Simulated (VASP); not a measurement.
# Be (Fm-3m) in VASP: further runs

The runs below take Be through single point, with PBEsol.

Everything below comes from runs of VASP 6.6.1. Logs are shortened: lines on timing, memory, paths and dates and some standing lists are left out, and cuts for length are marked.

### 1 The cell of the first run

Symmetry: Fm-3m, No. 225, cubic system. The conventional cell has a = 2.344 Å, b = 2.344 Å, c = 2.344 Å, α = 90.00°, β = 90.00°, γ = 90.00°. Within 2.2 Å of Be (site symmetry m-3m) lie 12 Be at 1.66 Å.

### 2 Single point, PBEsol

INCAR reads:

```
ALGO     = Normal         # electronic algorithm
EDIFF    = 1E-6           # SCF threshold, eV
ENCUT    = 520            # plane-wave cutoff, eV
GGA      = PS             # functional
ISIF     = 2              # what is computed and relaxed
ISMEAR   = -1             # smearing method
LASPH    = T              # aspherical terms in the spheres
LCHARG   = F              # write CHGCAR
LREAL    = F              # projectors in reciprocal space
LWAVE    = F              # write WAVECAR
NBANDS   = 7              # bands
NELM     = 100            # most SCF steps
PREC     = Accurate       # precision mode
SIGMA    = 0.05           # smearing width, eV
```

KPOINTS reads:

```
k-points
0
Gamma
  28 28 28
```

POSCAR reads:

```
Be
1.0
    0.0000000000      1.1722168642      1.1722168642
    1.1722168642      0.0000000000      1.1722168642
    1.1722168642      1.1722168642      0.0000000000
Be
1
Direct
    0.0000000000      0.0000000000      0.0000000000
```

Potentials or basis: VASP PAW PBE potentials, release 64 (Be).

Command:

```console
cat potpaw_PBE.64/Be/POTCAR > POTCAR
mpirun -np 1 vasp_std > vasp.out
```

OUTCAR:

```text
EDIFF = 1E-6
   ENCUT = 520
   GGA = PS
   ISIF = 2
   ISMEAR = -1
   LASPH = T
   LREAL = F
   NELM = 100
   PREC = Accurate

 ion  position               nearest neighbor table
   1  0.000  0.000  0.000-

  LATTYP: Found a face centered cubic cell.
 ALAT       =     2.3444337284

  Lattice vectors:

 A1 = (   0.0000000000,   1.1722168642,   1.1722168642)
 A2 = (   1.1722168642,   0.0000000000,   1.1722168642)
 A3 = (   1.1722168642,   1.1722168642,   0.0000000000)

Analysis of symmetry for initial positions (statically):
=====================================================================
 Subroutine PRICEL returns:
 Original cell was already a primitive cell.

 Routine SETGRP: Setting up the symmetry group for a
 face centered cubic supercell.

 Subroutine GETGRP returns: Found 48 space group operations
 (whereof 48 operations were pure point group operations)
 out of a pool of 48 trial point group operations.

The static configuration has the point symmetry O_h .

Analysis of symmetry for dynamics (positions and initial velocities):
=====================================================================
 Subroutine PRICEL returns:
 Original cell was already a primitive cell.

 Routine SETGRP: Setting up the symmetry group for a
 face centered cubic supercell.

 Subroutine GETGRP returns: Found 48 space group operations
 (whereof 48 operations were pure point group operations)
 out of a pool of 48 trial point group operations.

The dynamic configuration has the point symmetry O_h .

 Subroutine INISYM returns: Found 48 space group operations
 (whereof 48 operations are pure point group operations),
 and found     1 'primitive' translations

----------------------------------------------------------------------------------------

                                     Primitive cell

  volume of cell :       3.2215

  direct lattice vectors                    reciprocal lattice vectors
     0.000000000  1.172216864  1.172216864    -0.426542234  0.426542234  0.426542234
     1.172216864  0.000000000  1.172216864     0.426542234 -0.426542234  0.426542234
     1.172216864  1.172216864  0.000000000     0.426542234  0.426542234 -0.426542234

  length of vectors
     1.657764987  1.657764987  1.657764987     0.738792821  0.738792821  0.738792821

  position of ions in fractional coordinates (direct lattice)
     0.000000000  0.000000000  0.000000000

  ion indices of the primitive-cell ions
   primitive index   ion index
                 1           1

----------------------------------------------------------------------------------------

 KPOINTS: k-points

Automatic generation of k-mesh.
 Grid dimensions read from file:
 generate k-points for:   28   28   28

 Generating k-lattice:

  Cartesian coordinates                     Fractional coordinates (reciprocal lattice)
    -0.015233651  0.015233651  0.015233651     0.035714286  0.000000000  0.000000000
     0.015233651 -0.015233651  0.015233651     0.000000000  0.035714286  0.000000000
     0.015233651  0.015233651 -0.015233651     0.000000000  0.000000000  0.035714286

  Length of vectors
     0.026385458  0.026385458  0.026385458

  Shift w.r.t. Gamma in fractional coordinates (k-lattice)
     0.000000000  0.000000000  0.000000000

 Subroutine IBZKPT returns following result:
 ===========================================

 Found    624 irreducible k-points:

 Following reciprocal coordinates:
            Coordinates               Weight
  0.000000  0.000000  0.000000      1.000000
  0.035714  0.000000  0.000000      8.000000
  0.071429  0.000000  0.000000      8.000000
  0.107143  0.000000  0.000000      8.000000
  0.142857  0.000000  0.000000      8.000000
  0.178571  0.000000  0.000000      8.000000
[... 16 lines left out ...]
  0.285714  0.035714  0.000000     24.000000
  0.321429  0.035714  0.000000     24.000000
 [... further k-points ...]
   k-points           NKPTS =    624   k-points in BZ     NKDIM =    624   number of bands    NBANDS=      7
   number of dos      NEDOS =    301   number of ions     NIONS =      1
   total plane-waves  NPLWV =   1728
   dimension x,y,z NGX =    12 NGY =   12 NGZ =   12
   dimension x,y,z NGXF=    24 NGYF=   24 NGZF=   24
   ions per type =               1
   NGX,Y,Z   is equivalent  to a cutoff of  12.03, 12.03, 12.03 a.u.
   NGXF,Y,Z  is equivalent  to a cutoff of  24.07, 24.07, 24.07 a.u.
 SYSTEM =  unknown system
   PREC   = accura    normal or accurate (medium, high low for compatibility)
   ISTART =      0    job   : 0-new  1-cont  2-samecut
   ICHARG =      2    charge: 1-file 2-atom 10-const
   ISPIN  =      1    spin polarized calculation?
   LNONCOLLINEAR =      F non collinear calculations
   LSORBIT =      F    spin-orbit coupling
   LASPH  =      T    aspherical Exc in radial PAW
   ENCUT  =  520.0 eV  38.22 Ry    6.18 a.u.   3.08  3.08  3.08*2*pi/ulx,y,z
   NELM   =    100;   NELMIN=  2; NELMDL= -5     # of ELM steps
   EDIFF  = 0.1E-05   stopping-criterion for ELM
   LREAL  =      F    real-space projection
   EDIFFG = 0.1E-04   stopping-criterion for IOM
   NSW    =      0    number of steps for IOM
   IBRION =     -1    ionic relax: 0-MD 1-quasi-New 2-CG
   NFREE  =      0    steps in history (QN), initial steepest desc. (CG)
   ISIF   =      2    stress and relaxation
   ISYM   =      2    0-nonsym 1-usesym 2-fastsym
   POTIM  = 0.5000    time-step for ionic-motion
   TEBEG  =    0.0;   TEEND  =   0.0 temperature during run
   PSTRESS=    0.0 pullay stress
   NELECT =       2.0000    total number of electrons
   NUPDOWN=      -1.0000    fix difference up-down
   EMIN   =  10.00;   EMAX   =-10.00  energy-range for DOS
   EFERMI =   0.00;   METHOD = LEGACY
   ISMEAR =    -1;   SIGMA  =   0.05  broadening in eV -4-tet -1-fermi 0-gaus
   EFERMI_NEDOS =   21; number of points for ismear=-14 and -15
   IALGO  =     38    algorithm
   IMIX   =      4    mixing-type and parameters
     AMIX     =   0.40;   BMIX     =  1.00
     AMIX_MAG =   1.60;   BMIX_MAG =  1.00
  volume/ion in A,a.u.               =       3.22        21.74
  Fermi-wavevector in a.u.,A,eV,Ry     =   1.396583  2.639160 26.537417  1.950445
  Thomas-Fermi vector in A             =   2.519923
   LORBIT       =      0    0 simple, 1 ext, 2 COOP (PROOUT), +10 PAW based schemes
   GGA     = PS    functional components
   LHFCALC =     F    Hartree Fock is set to
   AEXX    =    0.0000 exact exchange contribution
   IVDW    =     0    specifies the selected vdW correction
   LEPSILON=     F    determine dielectric tensor
   LRPA    =     F    only Hartree local field effects (RPA)
 non-spin polarized calculation
  energy-cutoff  :      520.00
  volume of cell :        3.22
 maximum number of plane-waves:        95
   NGX =  7   NGY =  7   NGZ =  7

 number of electron       2.0000000 magnetization

 Free energy of the ion-electron system (eV)
  ---------------------------------------------------
  ext. energy  EPLUGINS =         0.00000000
  ---------------------------------------------------
  free energy    TOTEN  =        -0.39765027 eV

  energy without entropy =       -0.39747677  energy(sigma->0) =       -0.39756352

 E-fermi :  17.8538     XC(G=0): -13.9924

 val. band max:       17.7791589487   @ k =  -0.2857   0.4643   0.1786
 cond. band min:      17.9767209845   @ k =  -0.2500   0.4643   0.2143
 fundamental gap:      0.1975620358
 Fermi energy:        17.8538256210

 k-point     1 :       0.0000    0.0000    0.0000
  band No.  band energies     occupation
      1       1.4141      2.00000
      2      56.7982      0.00000
      3      56.7982      0.00000
      4      56.7982      0.00000
      5      69.6387      0.00000
      6      69.6387      0.00000
      7      69.6387      0.00000

 k-point     2 :       0.0357    0.0000    0.0000
  band No.  band energies     occupation
      1       1.4541      2.00000
      2      55.9182      0.00000
      3      56.5957      0.00000
      4      56.5957      0.00000
      5      68.3580      0.00000
      6      69.9875      0.00000
      7      69.9875      0.00000

 k-point     3 :       0.0714    0.0000    0.0000
  band No.  band energies     occupation
      1       1.5747      2.00000
      2      53.5449      0.00000
      3      56.0552      0.00000
      4      56.0552      0.00000
      5      67.4304      0.00000
      6      70.9405      0.00000
      7      70.9405      0.00000

 k-point     4 :       0.1071    0.0000    0.0000
  band No.  band energies     occupation
      1       1.7775      2.00000
      2      50.3203      0.00000
      3      55.3186      0.00000
      4      55.3186      0.00000
      5      67.4133      0.00000
      6      72.2545      0.00000
      7      72.2545      0.00000

 k-point     5 :       0.1429    0.0000    0.0000
  band No.  band energies     occupation
      1       2.0646      2.00000
      2      46.7807      0.00000
      3      54.5148      0.00000
      4      54.5148      0.00000
      5      67.9730      0.00000
      6      73.4972      0.00000
      7      73.4972      0.00000

 k-point     6 :       0.1786    0.0000    0.0000
  band No.  band energies     occupation
      1       2.4383      2.00000
      2      43.2076      0.00000
      3      53.7298      0.00000
      4      53.7298      0.00000
      5      68.8478      0.00000
      6      73.8816      0.00000
      7      73.8816      0.00000

 k-point     7 :       0.2143    0.0000    0.0000
  band No.  band energies     occupation
      1       2.8996      2.00000
      2      39.7377      0.00000
      3      53.0145      0.00000
      4      53.0145      0.00000
      5      69.7579      0.00000
      6      72.9611      0.00000
      7      72.9611      0.00000
[... 121 lines left out ...]
 k-point    20 :       0.1786    0.0357    0.0000
  band No.  band energies     occupation
      1       2.3450      2.00000
      2      44.3542      0.00000
      3      52.2535      0.00000
      4      55.4515      0.00000
      5      67.2368      0.00000
      6      73.2603      0.00000
      7      75.7464      0.00000

 k-point    21 :       0.2143    0.0357    0.0000
  band No.  band energies     occupation
      1       2.7798      2.00000
      2      40.8496      0.00000
      3      51.4867      0.00000
      4      54.7604      0.00000
      5      67.8182      0.00000
      6      72.4058      0.00000
      7      75.2800      0.00000

 k-point    22 :       0.2500    0.0357    0.0000
  band No.  band energies     occupation
      1       3.3025      2.00000
      2      37.4962      0.00000
      3      50.8516      0.00000
      4      54.0895      0.00000
      5      67.3703      0.00000
      6      72.3637      0.00000
      7      73.8516      0.00000

 k-point    23 :       0.2857    0.0357    0.0000
  band No.  band energies     occupation
      1       3.9090      2.00000
      2      34.3512      0.00000
      3      50.3584      0.00000
      4      53.4625      0.00000
      5      66.1313      0.00000
      6      72.1171      0.00000
      7      72.6617      0.00000

 k-point    24 :       0.3214    0.0357    0.0000
  band No.  band energies     occupation
      1       4.5886      2.00000
      2      31.4593      0.00000
      3      50.0108      0.00000
      4      52.8852      0.00000
      5      64.7910      0.00000
      6      70.3941      0.00000
      7      72.1034      0.00000

 [... further k-points ...]

------------------------ aborting loop because EDIFF is reached ----------------------------------------

  FORCE on cell =-STRESS in cart. coord.  units (eV):
  Direction    XX          YY          ZZ          XY          YZ          ZX
  --------------------------------------------------------------------------------------
  -------------------------------------------------------------------------------------
  Total        9.5705797      9.5705797      9.5705797      0.0000000      0.0000000     -0.0000000
  in kB     4759.8682739   4759.8682739   4759.8682739      0.0000000      0.0000000     -0.0000000
  external PRESSURE =    4759.8682739 kB  Pullay stress =       0.0000000 kB

 VOLUME and BASIS-vectors are now :
 -----------------------------------------------------------------------------
  energy-cutoff  :      520.00
  volume of cell :        3.22
      direct lattice vectors                 reciprocal lattice vectors
     0.000000000  1.172216864  1.172216864    -0.426542234  0.426542234  0.426542234
     1.172216864  0.000000000  1.172216864     0.426542234 -0.426542234  0.426542234
     1.172216864  1.172216864  0.000000000     0.426542234  0.426542234 -0.426542234

 POSITION                                       TOTAL-FORCE (eV/Angst)
 -----------------------------------------------------------------------------------
      0.00000      0.00000      0.00000         0.000000      0.000000      0.000000
 -----------------------------------------------------------------------------------
    total drift:                               -0.000000     -0.000000     -0.000000

  FREE ENERGIE OF THE ION-ELECTRON SYSTEM (eV)
  ---------------------------------------------------
  free  energy   TOTEN  =        -0.3976502714 eV

  energy  without entropy=       -0.3974767665  energy(sigma->0) =       -0.39756352
```

Run time: 7.1 s. Hardware: 1 thread of AMD EPYC 7R13 (Zen 3), shared host; peak memory 0.08 GiB.

What came out:

| Quantity | Value |
| --- | --- |
| Free energy | -0.3977 eV |
| Pressure | 476.0 GPa |
| Band gap on the k mesh | zero (band 1 reaches 19.42 eV, above the bottom of band 2 at 17.10 eV) |

Caveat: the PAW data sets were made with another functional, which shifts forces and pressure a little.

### 3 Single point, PBEsol

INCAR reads:

```
PREC = Accurate ; ENCUT = 520
EDIFF = 1E-6 ; ISMEAR = -1
SIGMA = 0.05 ; LREAL = F
LASPH = T ; NELM = 60
ALGO = Normal ; ISIF = 2
LWAVE = F ; LCHARG = T
GGA = PS ; LELF = T
LVHAR = T ; NBANDS = 7
```

KPOINTS reads:

```
Automatic mesh
0
Gamma
  28 28 28
```

POSCAR reads:

```
Be
1.0
    0.0000000000      1.1717640926      1.1717640926
    1.1717640926      0.0000000000      1.1717640926
    1.1717640926      1.1717640926      0.0000000000
Be
1
Direct
    0.0000000000      0.0000000000      0.0000000000
```

Potentials or basis: VASP PAW PBE potentials, release 64 (Be).

Command:

```console
cat potpaw_PBE.64/Be/POTCAR > POTCAR
mpirun -np 1 vasp_std > vasp.out
```

Wall time 7.4 s (1 thread of AMD EPYC 7R13 (Zen 3), shared host); peak memory 0.08 GiB.

The run converged. Its results:

* Free energy: -0.3865 eV
* Pressure: 477.5 GPa
* Band gap on the k mesh: zero (band 1 reaches 19.44 eV, above the bottom of band 2 at 17.11 eV)

Levels at points of the mesh, in eV from the Fermi level:
| k point | band 1 | band 2 | band 3 | band 4 | band 5 |
| --- | --- | --- | --- | --- | --- |
| (0.00, 0.00, 0.00) | -16.44 | 38.98 | 38.98 | 38.98 | 51.83 |
| (0.50, 0.00, 0.00) | -10.37 | 5.12 | 32.93 | 32.93 | 46.26 |
| (0.50, 0.50, 0.00) | -5.16 | 8.73 | 18.45 | 18.45 | 25.98 |

Caveat: the PAW data sets were made with another functional, which shifts forces and pressure a little.
